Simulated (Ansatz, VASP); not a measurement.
One calculation of Cu, two programs

The input POSCAR:

```
Cu
1.0
    0.0000000000      2.8953822153     -2.7386280485
   -2.8953822153      0.0000000000      2.7386280485
    2.8953822153      0.0000000000      2.7386280485
Cu
4
Direct
    0.0000000000      0.0000000000      0.0000000000
    0.5000000000      0.7500000000      0.2500000000
    0.0000000000      0.5000000000      0.5000000000
    0.5000000000      0.2500000000      0.7500000000
```

The input INCAR.step1:

```
PREC = Accurate
ENCUT = 520
ISMEAR = 0
SIGMA = 0.15
LREAL = F
LASPH = T
NELM = 80
NBANDS = 30
GGA = PE
ALGO = Normal
EDIFF = 1E-4
LWAVE = T
LCHARG = F
```

File INCAR.step2:

```
PREC = Accurate
ENCUT = 520
EDIFF = 1E-6
ISMEAR = 0
SIGMA = 0.15
LREAL = F
LASPH = T
NELM = 80
ALGO = Normal
ISIF = 2
LWAVE = F
LCHARG = F
METAGGA = R2SCAN
LMIXTAU = T
NBANDS = 30
ISTART = 1
```

File KPOINTS:

```
Automatic mesh
0
Gamma
  12 12 12
```

Input for Ansatz:

```yaml
crystal:
  lattice:
    - [0.0, 2.8953822153, -2.7386280485]
    - [-2.8953822153, 0.0, 2.7386280485]
    - [2.8953822153, 0.0, 2.7386280485]
  atoms:
    - { symbol: Cu, position: [0.0, 0.0, 0.0] }
    - { symbol: Cu, position: [0.5, 0.75, 0.25] }
    - { symbol: Cu, position: [0.0, 0.5, 0.5] }
    - { symbol: Cu, position: [0.5, 0.25, 0.75] }
basis:
  ecutwfc: 500
kpoints:
  mp_grid: { grid: [12, 12, 12] }
hamiltonian:
  xc: r2scan
scf:
  occupations: { method: gaussian, width: 0.15 }
output:
  forces: true
  stress: true
  eigenvalues: true
```

Alike in both runs: task single point; functional r2SCAN; k mesh 12 × 12 × 12; occupations gaussian, width 0.15 eV; no spin polarisation.

```csv
,VASP,Ansatz
version,VASP 6.6.1,Ansatz 0.2.0
potentials or method,"VASP PAW PBE potentials, release 64 (Cu), cutoff 520 eV","scalar-relativistic, plane waves, PAW"
valence electrons in the cell,44,76
```

|  | VASP | Ansatz | Ansatz less VASP |
| --- | --- | --- | --- |
| gap on the k mesh at the Fermi level (eV) | none | none | - |
| pressure (GPa) | 0.6 | 0.0 | -0.61 |
| traceless stress, the component that is largest in VASP (GPa) | 0.16 | 0.17 | +0.009 |

VASP's potentials were made for PBE, not for r2SCAN. A gap of «none» marks a metal or a gap that the smearing closes. With one functional, cell and mesh, what is left measures potentials, basis and numerics. VASP's potentials hold 44 valence electrons a cell and Ansatz's 76, so a difference there can come from the potentials and not from the codes.
